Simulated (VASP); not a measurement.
KNi2: single point with PBE

Crystal: KNi2.

```xyz
3
Lattice="3.6677 0.0000 0.0000 -1.8339 3.1763 0.0000 0.0000 0.0000 4.2517" Properties=species:S:1:pos:R:3 pbc="T T T"
K     0.0000    0.0000    0.0000
Ni    0.0000    2.1176    2.1259
Ni    1.8339    1.0588    2.1259
```

The cell was generated, and may not be a known phase.

```json
{
 "Program": "VASP 6.6.1",
 "Task": "single point",
 "Functional": "PBE",
 "Potentials or basis": "VASP PAW PBE potentials, release 64 (K_sv, Ni)",
 "Cutoff": "520 eV",
 "k mesh": "6 × 6 × 4",
 "Occupations": "gaussian, width 0.1 eV",
 "Spin": "collinear spin, ferromagnetic start",
 "Starting moments": "[0.0, 2.0, 2.0] μB"
}
```

```
Pressure                                              : 21.9 GPa
Net moment                                            : 0.80 μB per cell
Site moments                                          : K -0.01; Ni +0.43 μB
Valence electrons inside the program's atomic spheres : K 7.67; Ni 9.45
```

Stress tensor (GPa, compression positive):
```
21.67  0.00  0.00
 0.00 21.67  0.00
 0.00  0.00 22.27
```

Levels at points of the mesh, in eV from the Fermi level:
Spin up:
```tsv
k point	band 13	band 14	band 15	band 16	band 17	band 18
(0.00, 0.00, 0.00)	-0.93	-0.93	-0.70	3.40	4.28	5.60
(0.50, 0.00, 0.00)	-1.40	-0.58	-0.45	0.79	3.69	4.91
(0.00, 0.00, 0.50)	-1.00	-0.83	-0.83	-0.57	7.17	7.17
(0.50, 0.00, 0.50)	-0.59	-0.44	0.00	0.58	2.87	3.49
```
Spin down:
```
           k point  band 11  band 12  band 13  band 14  band 15  band 16  band 17  band 18  band 19  band 20
(0.00, 0.00, 0.00)    -1.84    -1.84    -0.44    -0.32    -0.32     3.35     4.27     5.58     5.58     9.02
(0.50, 0.00, 0.00)    -1.40    -1.18    -1.06    -0.01     0.07     1.14     3.76     4.92     4.96     8.67
(0.00, 0.00, 0.50)    -1.98    -1.53    -1.09    -0.30    -0.21    -0.21     7.17     7.17     7.26     7.96
(0.50, 0.00, 0.50)    -0.91    -0.89     0.00     0.01     0.05     0.96     2.88     3.50     3.59     8.87
```

Wall time 51 s on 1 thread of Intel(R) Xeon(R) Platinum 8259CL CPU @ 2.50GHz (Skylake/Cascade Lake), with other jobs on the host, peak memory 0.2 GiB.

Caveat: the k points lie up to 0.37 Å⁻¹ apart.
